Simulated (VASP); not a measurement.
# C (Fd-3m) in VASP: single point with PBE

Aim: the single point of C with PBE.

All numbers are computed with VASP 6.6.1; they aren't measurements. Logs are shortened: lines on timing, memory, paths and dates and some standing lists are left out, and cuts for length are marked.

## (1) The cell of the first run

It takes space group Fd-3m (No. 227, cubic). The conventional cell has a = 3.567 Å, b = 3.567 Å, c = 3.567 Å, α = 90.00°, β = 90.00°, γ = 90.00°. C (site symmetry -43m) has 4 C at 1.54 Å within 2.1 Å.

## (2) Single point, PBE

Contents of INCAR:

```
SYSTEM = C
  PREC = Accurate
  ENCUT = 520
  EDIFF = 1E-6
  ISMEAR = 0
  SIGMA = 0.05
  LREAL = Auto
  LASPH = .True.
  NELM = 100
  ALGO = Normal
  ISIF = 2
  LWAVE = .False.
  LCHARG = .False.
  GGA = PE
  NBANDS = 141
```

Contents of KPOINTS:

```
Automatic mesh
0
Gamma
  2 2 2
  0 0 0
```

Contents of POSCAR:

```
C
1.0
    0.0000000000      5.3501100000      5.3501100000
    5.3501100000      0.0000000000      5.3501100000
    5.3501100000      5.3501100000      0.0000000000
C
54
Direct
    0.0000000000      0.0000000000      0.0000000000
    0.0000000000      0.0000000000      0.3333330000
    0.0000000000      0.0000000000      0.6666670000
    0.0000000000      0.3333330000      0.0000000000
    0.0000000000      0.3333330000      0.3333330000
    0.0000000000      0.3333330000      0.6666670000
    0.0000000000      0.6666670000      0.0000000000
    0.0000000000      0.6666670000      0.3333330000
    0.0000000000      0.6666670000      0.6666670000
    0.3333330000      0.0000000000      0.0000000000
    0.3333330000      0.0000000000      0.3333330000
    0.3333330000      0.0000000000      0.6666670000
    0.3333330000      0.3333330000      0.0000000000
    0.3333330000      0.3333330000      0.3333330000
    0.3333330000      0.3333330000      0.6666670000
    0.3333330000      0.6666670000      0.0000000000
    0.3333330000      0.6666670000      0.3333330000
    0.3333330000      0.6666670000      0.6666670000
    0.6666670000      0.0000000000      0.0000000000
    0.6666670000      0.0000000000      0.3333330000
    0.6666670000      0.0000000000      0.6666670000
    0.6666670000      0.3333330000      0.0000000000
    0.6666670000      0.3333330000      0.3333330000
    0.6666670000      0.3333330000      0.6666670000
    0.6666670000      0.6666670000      0.0000000000
    0.6666670000      0.6666670000      0.3333330000
    0.6666670000      0.6666670000      0.6666670000
    0.0833330000      0.0833330000      0.0833330000
    0.0833330000      0.0833330000      0.4166670000
    0.0833330000      0.0833330000      0.7500000000
    0.0833330000      0.4166670000      0.0833330000
    0.0833330000      0.4166670000      0.4166670000
    0.0833330000      0.4166670000      0.7500000000
    0.0833330000      0.7500000000      0.0833330000
    0.0833330000      0.7500000000      0.4166670000
    0.0833330000      0.7500000000      0.7500000000
    0.4166670000      0.0833330000      0.0833330000
    0.4166670000      0.0833330000      0.4166670000
    0.4166670000      0.0833330000      0.7500000000
    0.4166670000      0.4166670000      0.0833330000
    0.4166670000      0.4166670000      0.4166670000
    0.4166670000      0.4166670000      0.7500000000
    0.4166670000      0.7500000000      0.0833330000
    0.4166670000      0.7500000000      0.4166670000
    0.4166670000      0.7500000000      0.7500000000
    0.7500000000      0.0833330000      0.0833330000
    0.7500000000      0.0833330000      0.4166670000
    0.7500000000      0.0833330000      0.7500000000
    0.7500000000      0.4166670000      0.0833330000
    0.7500000000      0.4166670000      0.4166670000
    0.7500000000      0.4166670000      0.7500000000
    0.7500000000      0.7500000000      0.0833330000
    0.7500000000      0.7500000000      0.4166670000
    0.7500000000      0.7500000000      0.7500000000
```

Potentials or basis: VASP PAW PBE potentials, release 64 (C).

On the command line:

```console
$ cat potpaw_PBE.64/C/POTCAR > POTCAR
$ mpirun -np 1 vasp_std > vasp.out
```

OUTCAR:

```text
SYSTEM = C
   PREC = Accurate
   ENCUT = 520
   EDIFF = 1E-6
   ISMEAR = 0
   LREAL = Auto
   LASPH = .True.
   NELM = 100
   ISIF = 2
   GGA = PE

 ion  position               nearest neighbor table
   1  0.000  0.000  0.000-  28 1.54  30 1.54  34 1.54  46 1.54
   2  0.000  0.000  0.333-  28 1.54  29 1.54  35 1.54  47 1.54
   3  0.000  0.000  0.667-  30 1.54  29 1.54  36 1.54  48 1.54
   4  0.000  0.333  0.000-  28 1.54  31 1.54  33 1.54  49 1.54
   5  0.000  0.333  0.333-  29 1.54  31 1.54  50 1.54  32 1.54
   6  0.000  0.333  0.667-  30 1.54  32 1.54  33 1.54  51 1.54
[... 46 lines left out ...]
  53  0.750  0.750  0.417-   8 1.54  20 1.54  26 1.54  27 1.54
  54  0.750  0.750  0.750-  27 1.54  21 1.54  25 1.54   9 1.54

  LATTYP: Found a face centered cubic cell.
 ALAT       =    10.7002200000

  Lattice vectors:

 A1 = (   0.0000000000,   5.3501100000,   5.3501100000)
 A2 = (   5.3501100000,   0.0000000000,   5.3501100000)
 A3 = (   5.3501100000,   5.3501100000,   0.0000000000)

Analysis of symmetry for initial positions (statically):
=====================================================================
 Subroutine PRICEL returns following result:

  LATTYP: Found a face centered cubic cell.
 ALAT       =     3.5667364333

  Lattice vectors:

 A1 = (   0.0000000000,   1.7833682166,   1.7833682166)
 A2 = (   1.7833682166,   0.0000000000,   1.7833682166)
 A3 = (   1.7833682166,   1.7833682166,   0.0000000000)

  27 primitive cells build up your supercell.

 Routine SETGRP: Setting up the symmetry group for a
 face centered cubic supercell.

 Subroutine GETGRP returns: Found 48 space group operations
 (whereof 24 operations were pure point group operations)
 out of a pool of 48 trial point group operations.

The static configuration has the point symmetry T_d .
 The point group associated with its full space group is O_h .

Analysis of symmetry for dynamics (positions and initial velocities):
=====================================================================
 Subroutine PRICEL returns following result:

  LATTYP: Found a face centered cubic cell.
 ALAT       =     3.5667364333

  Lattice vectors:

 A1 = (   0.0000000000,   1.7833682166,   1.7833682166)
 A2 = (   1.7833682166,   0.0000000000,   1.7833682166)
 A3 = (   1.7833682166,   1.7833682166,   0.0000000000)

  27 primitive cells build up your supercell.

 Routine SETGRP: Setting up the symmetry group for a
 face centered cubic supercell.

 Subroutine GETGRP returns: Found 48 space group operations
 (whereof 24 operations were pure point group operations)
 out of a pool of 48 trial point group operations.

The dynamic configuration has the point symmetry T_d .
 The point group associated with its full space group is O_h .

 Subroutine INISYM returns: Found 48 space group operations
 (whereof 24 operations are pure point group operations),
 and found    27 'primitive' translations

----------------------------------------------------------------------------------------

                                     Primitive cell

  volume of cell :      11.3437

  direct lattice vectors                    reciprocal lattice vectors
     0.000000000  1.783368217  1.783368217    -0.280368348  0.280368348  0.280368348
     1.783368217  0.000000000  1.783368217     0.280368348 -0.280368348  0.280368348
     1.783368217  1.783368217  0.000000000     0.280368348  0.280368348 -0.280368348

  length of vectors
     2.522063519  2.522063519  2.522063519     0.485612223  0.485612223  0.485612223

  position of ions in fractional coordinates (direct lattice)
     0.000000000  0.000000000  0.000000000
     0.249999250  0.249999250  0.249999250

  ion indices of the primitive-cell ions
   primitive index   ion index
                 1           1
                 2          28

----------------------------------------------------------------------------------------

 KPOINTS: Automatic mesh

Automatic generation of k-mesh.
 Grid dimensions read from file:
 generate k-points for:    2    2    2

 Generating k-lattice:

  Cartesian coordinates                     Fractional coordinates (reciprocal lattice)
    -0.046728011  0.046728011  0.046728011     0.500000000  0.000000000  0.000000000
     0.046728011 -0.046728011  0.046728011     0.000000000  0.500000000  0.000000000
     0.046728011  0.046728011 -0.046728011     0.000000000  0.000000000  0.500000000

  Length of vectors
     0.080935290  0.080935290  0.080935290

  Shift w.r.t. Gamma in fractional coordinates (k-lattice)
     0.000000000  0.000000000  0.000000000

 Subroutine IBZKPT returns following result:
 ===========================================

 Found      3 irreducible k-points:

 Following reciprocal coordinates:
            Coordinates               Weight
  0.000000  0.000000  0.000000      1.000000
  0.500000  0.000000  0.000000      4.000000
  0.500000  0.500000  0.000000      3.000000
   k-points           NKPTS =      3   k-points in BZ     NKDIM =      3   number of bands    NBANDS=    141
   number of dos      NEDOS =    301   number of ions     NIONS =     54
   total plane-waves  NPLWV = 175616
   dimension x,y,z NGX =    56 NGY =   56 NGZ =   56
   dimension x,y,z NGXF=   112 NGYF=  112 NGZF=  112
   ions per type =              54
   NGX,Y,Z   is equivalent  to a cutoff of  12.30, 12.30, 12.30 a.u.
   NGXF,Y,Z  is equivalent  to a cutoff of  24.61, 24.61, 24.61 a.u.
 SYSTEM =  C
   PREC   = accura    normal or accurate (medium, high low for compatibility)
   ISTART =      0    job   : 0-new  1-cont  2-samecut
   ICHARG =      2    charge: 1-file 2-atom 10-const
   ISPIN  =      1    spin polarized calculation?
   LNONCOLLINEAR =      F non collinear calculations
   LSORBIT =      F    spin-orbit coupling
   LASPH  =      T    aspherical Exc in radial PAW
   ENCUT  =  520.0 eV  38.22 Ry    6.18 a.u.  14.07 14.07 14.07*2*pi/ulx,y,z
   NELM   =    100;   NELMIN=  2; NELMDL= -5     # of ELM steps
   EDIFF  = 0.1E-05   stopping-criterion for ELM
   LREAL  =      T    real-space projection
   EDIFFG = 0.1E-04   stopping-criterion for IOM
   NSW    =      0    number of steps for IOM
[... 5 lines left out ...]
   TEBEG  =    0.0;   TEEND  =   0.0 temperature during run
   PSTRESS=    0.0 pullay stress
   NELECT =     216.0000    total number of electrons
   NUPDOWN=      -1.0000    fix difference up-down
   EMIN   =  10.00;   EMAX   =-10.00  energy-range for DOS
   EFERMI =   0.00;   METHOD = LEGACY
   ISMEAR =     0;   SIGMA  =   0.05  broadening in eV -4-tet -1-fermi 0-gaus
   EFERMI_NEDOS =   21; number of points for ismear=-14 and -15
   IALGO  =     38    algorithm
   IMIX   =      4    mixing-type and parameters
     AMIX     =   0.40;   BMIX     =  1.00
     AMIX_MAG =   1.60;   BMIX_MAG =  1.00
  volume/ion in A,a.u.               =       5.67        38.28
  Fermi-wavevector in a.u.,A,eV,Ry     =   1.457203  2.753714 28.891161  2.123440
  Thomas-Fermi vector in A             =   2.574032
   LORBIT       =      0    0 simple, 1 ext, 2 COOP (PROOUT), +10 PAW based schemes
   GGA     = PE    functional components
   LHFCALC =     F    Hartree Fock is set to
   AEXX    =    0.0000 exact exchange contribution
   IVDW    =     0    specifies the selected vdW correction
   LEPSILON=     F    determine dielectric tensor
   LRPA    =     F    only Hartree local field effects (RPA)
 non-spin polarized calculation
 Gauss-broadening in eV      SIGMA  =   0.05
  energy-cutoff  :      520.00
  volume of cell :      306.28
 maximum number of plane-waves:      8291
   NGX = 29   NGY = 29   NGZ = 29

 number of electron     216.0000000 magnetization

 Free energy of the ion-electron system (eV)
  ---------------------------------------------------
  ext. energy  EPLUGINS =         0.00000000
  ---------------------------------------------------
  free energy    TOTEN  =      -490.76932840 eV

  energy without entropy =     -490.76932840  energy(sigma->0) =     -490.76932840

 E-fermi :  10.0597     XC(G=0): -13.2494

 val. band max:        9.7336084768   @ k =   0.0000   0.0000   0.0000
 cond. band min:      13.8849767576   @ k =   0.0000   0.0000   0.0000
 fundamental gap:      4.1513682809
 Fermi energy:        10.0597218323

 k-point     1 :       0.0000    0.0000    0.0000
  band No.  band energies     occupation
      1     -11.7451      2.00000
      2      -8.7284      2.00000
      3      -8.7284      2.00000
      4      -8.7284      2.00000
      5      -8.7284      2.00000
      6      -8.7284      2.00000
[... 112 lines left out ...]
    119      16.0818      0.00000
    120      16.0818      0.00000

 k-point     2 :       0.5000    0.0000    0.0000
  band No.  band energies     occupation
      1     -10.9781      2.00000
      2     -10.9779      2.00000
      3      -8.9658      2.00000
      4      -8.9658      2.00000
      5      -8.9657      2.00000
      6      -8.9657      2.00000
[... 112 lines left out ...]
    119      15.7466      0.00000
    120      15.7466      0.00000

 k-point     3 :       0.5000    0.5000    0.0000
  band No.  band energies     occupation
      1     -10.7229      2.00000
      2     -10.7229      2.00000
      3      -9.7150      2.00000
      4      -9.7150      2.00000
      5      -9.7150      2.00000
      6      -9.7150      2.00000
[... 112 lines left out ...]
    119      16.8305      0.00000
    120      16.8305      0.00000
 [bands above 120 left out]

------------------------ aborting loop because EDIFF is reached ----------------------------------------

  FORCE on cell =-STRESS in cart. coord.  units (eV):
  Direction    XX          YY          ZZ          XY          YZ          ZX
  --------------------------------------------------------------------------------------
  -------------------------------------------------------------------------------------
  Total        4.7745080      4.7745080      4.7745080      0.0000000      0.0000000      0.0000000
  in kB       24.9758960     24.9758960     24.9758960      0.0000000      0.0000000      0.0000000
  external PRESSURE =      24.9758960 kB  Pullay stress =       0.0000000 kB

 VOLUME and BASIS-vectors are now :
 -----------------------------------------------------------------------------
  energy-cutoff  :      520.00
  volume of cell :      306.28
      direct lattice vectors                 reciprocal lattice vectors
     0.000000000  5.350110000  5.350110000    -0.093456022  0.093456022  0.093456022
     5.350110000  0.000000000  5.350110000     0.093456022 -0.093456022  0.093456022
     5.350110000  5.350110000  0.000000000     0.093456022  0.093456022 -0.093456022

 POSITION                                       TOTAL-FORCE (eV/Angst)
 -----------------------------------------------------------------------------------
      0.00000      0.00000      0.00000         0.000000      0.000000      0.000000
      1.78337      1.78337      0.00000         0.000000      0.000000      0.000000
      3.56674      3.56674      0.00000        -0.000000     -0.000000     -0.000000
      1.78337      0.00000      1.78337        -0.000000      0.000000      0.000000
      3.56674      1.78337      1.78337         0.000000      0.000000      0.000000
      5.35011      3.56674      1.78337         0.000000      0.000000      0.000000
[... 46 lines left out ...]
      6.24180      6.24180      8.02516        -0.000000     -0.000000     -0.000000
      8.02516      8.02516      8.02516        -0.000000     -0.000000      0.000000
 -----------------------------------------------------------------------------------
    total drift:                                0.000000      0.000000      0.000000

  FREE ENERGIE OF THE ION-ELECTRON SYSTEM (eV)
  ---------------------------------------------------
  free  energy   TOTEN  =      -490.7693284013 eV

  energy  without entropy=     -490.7693284013  energy(sigma->0) =     -490.76932840
```

It took 5.9 min on 1 thread of Intel Xeon 8259CL, shared host; peak memory 0.43 GiB.

What came out:

* Free energy: -490.7693 eV
* Pressure: 2.5 GPa
* Band gap on the k mesh: 4.15 eV

Levels at points of the mesh, in eV from the valence-band top:
```
           k point  band 105  band 106  band 107  band 108  band 109  band 110  band 111  band 112
(0.00, 0.00, 0.00)     -2.32      0.00      0.00      0.00      4.15      4.15      4.15      4.15
(0.50, 0.00, 0.00)     -1.02     -1.02     -1.02     -1.02      5.26      5.26      5.26      5.26
(0.50, 0.50, 0.00)     -1.38     -1.38     -1.38     -1.38      4.76      4.76      4.93      4.93
```

Caveat: the k points lie up to 0.51 Å⁻¹ apart.
